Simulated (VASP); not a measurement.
# HW12C12N in VASP: a series of runs, part 2 of 2

VASP 6.6.1.

## (3) Single point, PBE

The input, INCAR:

```
ALGO = Normal
EDIFF = 1E-6
ENCUT = 520
GGA = PE
ISIF = 2
ISMEAR = -1
LASPH = True
LCHARG = True
LELF = True
LREAL = Auto
LVHAR = True
LWAVE = False
NBANDS = 130
NELM = 60
PREC = Accurate
SIGMA = 0.15
```

The input, KPOINTS:

```
k-points
0
Gamma
  2 2 1
```

The input, POSCAR:

```
HW12C12N
1.0
    5.7190200000      0.0000000000      0.0000000000
    0.0000000000      5.6126800000      0.0000000000
    0.0000000000      0.0000000000     20.6037550000
W C N H
12 12 1 1
Direct
    0.0000000000      0.0000000000      0.0485348423
    0.2509346007     -0.0003385192      0.1680518915
   -0.0015736962     -0.0075543234      0.2952083249
    0.0000000000      0.4999928733      0.0485348423
    0.2507947166      0.5003670261      0.1680421845
   -0.0034621316      0.5085805711      0.2940677561
    0.4999982514      0.0000000000      0.0485348423
    0.7495340111     -0.0002316184      0.1672704806
    0.5001206500     -0.0035633601      0.2952228853
    0.4999982514      0.4999928733      0.0485348423
    0.7496039531      0.4998325221      0.1671248760
    0.5001381356      0.5043579894      0.2974506346
    0.0000000000      0.2491857722      0.1235891225
    0.2552010659      0.2548158812      0.2388351055
   -0.0293581768      0.2069065046      0.4148661251
    0.0028676242      0.7501763863      0.1237978223
    0.2777224070      0.7517977152      0.2462609364
   -0.0234305878      0.7440652237      0.3618854913
    0.4975852506      0.2498449938      0.1232299646
    0.7269077569      0.2526065979      0.2398883116
    0.2735608548      0.2114676055      0.3263143053
    0.5016593752      0.7506218063      0.1244433357
    0.7490619022      0.7424260781      0.2423150537
    0.5095278562      0.7692759965      0.3667632429
    0.9031092740      0.2567579124      0.3588326497
    2.2870526769      0.7043693922      0.4270969054
```

Potentials or basis: VASP PAW PBE potentials, release 64 (W_sv, C, N, H).

The run is started by

```console
cat potpaw_PBE.64/W_sv/POTCAR potpaw_PBE.64/C/POTCAR potpaw_PBE.64/N/POTCAR potpaw_PBE.64/H/POTCAR > POTCAR
mpirun -np 1 vasp_std > vasp.out
```

OUTCAR:

```text
EDIFF = 1E-6
   ENCUT = 520
   GGA = PE
   ISIF = 2
   ISMEAR = -1
   LASPH = True
   LREAL = Auto
   NELM = 60
   PREC = Accurate

 ion  position               nearest neighbor table
   1  0.000  0.000  0.049-  13 2.09  16 2.09   4 2.81   4 2.81   8 2.83   2 2.85   7 2.86   7 2.86

   2  0.251  1.000  0.168-  14 2.04  17 2.13  16 2.19  19 2.19  22 2.19  13 2.20   5 2.80   5 2.81
                             7 2.84   1 2.85   8 2.85   8 2.87   9 2.98   3 2.99
   3  0.998  0.992  0.295-  18 1.96  25 2.05  21 2.10  23 2.28  17 2.32  14 2.38  20 2.42   6 2.72
                            15 2.75   9 2.85   9 2.87   6 2.90   2 2.99   8 3.00
   4  0.000  0.500  0.049-  13 2.09  16 2.09   1 2.81   1 2.81  11 2.83   5 2.85  10 2.86  10 2.86

   5  0.251  0.500  0.168-  14 2.01  17 2.15  16 2.19  19 2.20  22 2.20  13 2.21   2 2.80   2 2.81
                            10 2.85   4 2.85  11 2.85  11 2.87   6 2.98  12 3.02
   6  0.997  0.509  0.294-  18 1.93  25 2.02  23 2.21  17 2.33  14 2.35  20 2.38  21 2.39   3 2.72
                            12 2.84  12 2.88   3 2.90  11 2.97   5 2.98
   7  0.500  0.000  0.049-  19 2.08  22 2.10  10 2.81  10 2.81   8 2.83   2 2.84   1 2.86   1 2.86

   8  0.750  1.000  0.167-  20 2.07  23 2.12  22 2.18  13 2.20  16 2.21  19 2.21  11 2.81  11 2.81
                             7 2.83   1 2.83   2 2.85   2 2.87   3 3.00   9 3.00
   9  0.500  0.996  0.295-  21 1.88  24 1.95  17 2.13  20 2.25  23 2.29  14 2.33  12 2.76   3 2.85
                            12 2.85   3 2.87   2 2.98   8 3.00
  10  0.500  0.500  0.049-  19 2.08  22 2.10   7 2.81   7 2.81  11 2.83   5 2.85   4 2.86   4 2.86

  11  0.750  0.500  0.167-  20 2.05  23 2.06  22 2.18  13 2.20  19 2.21  16 2.21   8 2.81   8 2.81
                            10 2.83   4 2.83   5 2.85   5 2.87   6 2.97  12 3.04
  12  0.500  0.504  0.297-  24 2.06  17 2.16  21 2.18  20 2.26  23 2.26  14 2.32   9 2.76   6 2.84
                             9 2.85   6 2.88   5 3.02  11 3.04
  13  0.000  0.249  0.124-   1 2.09   4 2.09   8 2.20  11 2.20   2 2.20   5 2.21
  14  0.255  0.255  0.239-  21 1.82   5 2.01   2 2.04  12 2.32   9 2.33   6 2.35   3 2.38
  15  0.971  0.207  0.415-  25 1.25   3 2.75
  16  0.003  0.750  0.124-   1 2.09   4 2.09   2 2.19   5 2.19   8 2.21  11 2.21
  17  0.278  0.752  0.246-   9 2.13   2 2.13   5 2.15  12 2.16   3 2.32   6 2.33
  18  0.977  0.744  0.362-   6 1.93   3 1.96
  19  0.498  0.250  0.123-   7 2.08  10 2.08   2 2.19   5 2.20  11 2.21   8 2.21
  20  0.727  0.253  0.240-  11 2.05   8 2.07   9 2.25  12 2.26   6 2.38   3 2.42
[... 204 lines left out ...]
  volume of cell :      661.36
 maximum number of plane-waves:     17832
 NGX is ok and might be reduce to    48
   NGX = 21   NGY = 21   NGZ = 77

 number of electron     221.9999970 magnetization

 Free energy of the ion-electron system (eV)
  ---------------------------------------------------
  ext. energy  EPLUGINS =         0.00000000
  ---------------------------------------------------
  free energy    TOTEN  =      -252.25928858 eV

  energy without entropy =     -251.26942790  energy(sigma->0) =     -251.76435824

 E-fermi :   1.3100     XC(G=0):  -6.4841

 val. band max:        1.3047394097   @ k =   0.5000   0.0000   0.0000
 cond. band min:       1.3140765645   @ k =   0.5000   0.0000   0.0000
 fundamental gap:      0.0093371547
 Fermi energy:         1.3099828878

 k-point     1 :       0.0000    0.0000    0.0000
  band No.  band energies     occupation
      1     -73.1581      2.00000
      2     -72.9726      2.00000
      3     -72.9539      2.00000
      4     -72.9081      2.00000
      5     -72.8956      2.00000
      6     -72.8726      2.00000
[... 493 lines left out ...]
    122       2.3580      0.00185
    123       2.5113      0.00067
 [bands above 123 left out]

------------------------ aborting loop because EDIFF is reached ----------------------------------------

  FORCE on cell =-STRESS in cart. coord.  units (eV):
  Direction    XX          YY          ZZ          XY          YZ          ZX
  --------------------------------------------------------------------------------------
  -------------------------------------------------------------------------------------
  Total       17.8983041     30.1847005     13.0838287     -3.7368997      4.1392581     -3.8382999
  in kB       43.3594926     73.1238719     31.6961970     -9.0528172     10.0275494     -9.2984639
  external PRESSURE =      49.3931871 kB  Pullay stress =       0.0000000 kB

 VOLUME and BASIS-vectors are now :
 -----------------------------------------------------------------------------
  energy-cutoff  :      520.00
  volume of cell :      661.36
      direct lattice vectors                 reciprocal lattice vectors
     5.719020000  0.000000000  0.000000000     0.174855133  0.000000000  0.000000000
     0.000000000  5.612680000  0.000000000     0.000000000  0.178168005  0.000000000
     0.000000000  0.000000000 20.603755000     0.000000000  0.000000000  0.048534842

 POSITION                                       TOTAL-FORCE (eV/Angst)
 -----------------------------------------------------------------------------------
      0.00000      0.00000      1.00000         0.005072     -0.159399     -0.801408
      1.43510      5.61078      3.46250         0.243002     -0.525642     -0.590142
      5.71002      5.57028      6.08240        -0.725831     -0.018911     -2.460480
      0.00000      2.80630      1.00000         0.093854      0.146935     -0.819900
      1.43430      2.80840      3.46230         0.282439      1.172614     -0.782023
      5.69922      2.85450      6.05890        -0.062303     -1.392678     -2.319765
[... 18 lines left out ...]
      5.16490      1.44110      7.39330        -1.104869     -0.215177      5.324863
      1.64166      3.95340      8.79980         1.500615      0.817742     -2.352111
 -----------------------------------------------------------------------------------
    total drift:                               -0.004347     -0.008813     -0.005926

  FREE ENERGIE OF THE ION-ELECTRON SYSTEM (eV)
  ---------------------------------------------------
  free  energy   TOTEN  =      -252.2592885812 eV

  energy  without entropy=     -251.2694279049  energy(sigma->0) =     -251.76435824
```

OSZICAR:

```text
N       E                     dE             d eps       ncg     rms          rms(c)
DAV:   1     0.273012253699E+04    0.27301E+04   -0.13023E+05  1248   0.165E+03
DAV:   2    -0.987400378969E+02   -0.28289E+04   -0.27732E+04  1200   0.502E+02
DAV:   3    -0.282060774077E+03   -0.18332E+03   -0.17778E+03  1272   0.123E+02
[... 25 lines left out ...]
DAV:  29    -0.252259274341E+03   -0.17747E-04   -0.52587E-07   704   0.163E-03    0.115E-03
DAV:  30    -0.252259282285E+03   -0.79446E-05   -0.26346E-07   664   0.157E-03    0.510E-04
DAV:  31    -0.252259286028E+03   -0.37432E-05   -0.11040E-07   632   0.754E-04    0.332E-04
DAV:  32    -0.252259287640E+03   -0.16117E-05   -0.39864E-08   624   0.465E-04    0.210E-04
DAV:  33    -0.252259288581E+03   -0.94122E-06   -0.25015E-08   648   0.304E-04
   1 F= -.25225929E+03 E0= -.25176436E+03  d E =-.989861E+00
```

Run time: 22 min. Hardware: 1 thread of Intel Xeon Platinum 8488C (Sapphire Rapids), shared host; peak memory 0.79 GiB.

What came out:

```
Free energy            : -252.2593 eV
Largest force          : 5.443 eV/Å
Band gap on the k mesh : zero (band 111 reaches 1.35 eV, above the bottom of band 112 at 1.09 eV)
```

Forces on the atoms (eV/Å):
```
W    0.005 -0.159 -0.801
W    0.243 -0.526 -0.590
W   -0.726 -0.019 -2.460
W    0.094  0.147 -0.820
W    0.282  1.173 -0.782
W   -0.062 -1.393 -2.320
W    0.021 -0.236 -0.939
W    0.058 -0.315 -0.356
W    2.649 -1.844 -3.474
W   -0.089  0.252 -1.036
W   -0.060  0.257 -0.706
W    0.499  0.167 -1.893
C    0.007  0.018  0.210
C   -0.314 -0.908  3.627
C   -1.340  0.319 -1.411
C   -0.166 -0.029  0.166
C   -1.286 -0.395  1.094
C    0.394  0.423  1.448
C    0.046 -0.024  0.236
C    0.832 -0.232  3.990
C   -0.710  4.473 -0.338
C   -0.008 -0.103 -0.083
C    0.683  0.116  1.838
C   -1.447 -1.764  2.428
N   -1.105 -0.215  5.325
H    1.501  0.818 -2.352
```

Caveat: the k points lie up to 0.56 Å⁻¹ apart; spin-orbit coupling is left out, which moves the levels of the heavy elements.
